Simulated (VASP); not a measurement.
Here is a VASP 6.6.1 calculation.

INCAR

```
PREC = Accurate ; ENCUT = 520
EDIFF = 1E-6 ; ISMEAR = 0
SIGMA = 0.1 ; LREAL = F
LASPH = T ; NELM = 150
ALGO = Normal ; ISIF = 2
LWAVE = F ; LCHARG = T
ISPIN = 2 ; MAGMOM = 0 1
LORBIT = 11 ; GGA = PE
LELF = T ; LVHAR = T
NBANDS = 20
```

File KPOINTS:

```
regular mesh
0
Gamma
  6 6 6
```

POSCAR

```
ZnO
1.0
    1.4383389131     -3.3640537818      0.0000000000
    1.4383389131      3.3640537818      0.0000000000
    0.0000000000      0.0000000000      2.8326745806
Zn O
1 1
Direct
    0.0000000000      0.0000000000      0.0000000000
    0.5000000000      0.5000000000      0.5000000000
```

Potentials or basis: VASP PAW PBE potentials, release 64 (Zn, O).

Command:

```console
$ cat potpaw_PBE.64/Zn/POTCAR potpaw_PBE.64/O/POTCAR > POTCAR
$ mpirun -np 1 vasp_std > vasp.out
```

Q: Predict the band gap on the k mesh.

A: Zero (filled and empty bands overlap).

Q: What does it give for the pressure?

A: 0.9 GPa.

Q: Predict the net moment.

A: 0.00 μB per cell.

Stress tensor (GPa, compression positive):
```
1.09 0.00 0.00
0.00 0.17 0.00
0.00 0.00 1.49
```

Caveat: the k points lie up to 0.40 Å⁻¹ apart; semilocal functionals underestimate gaps, so a narrow gap can read as zero.
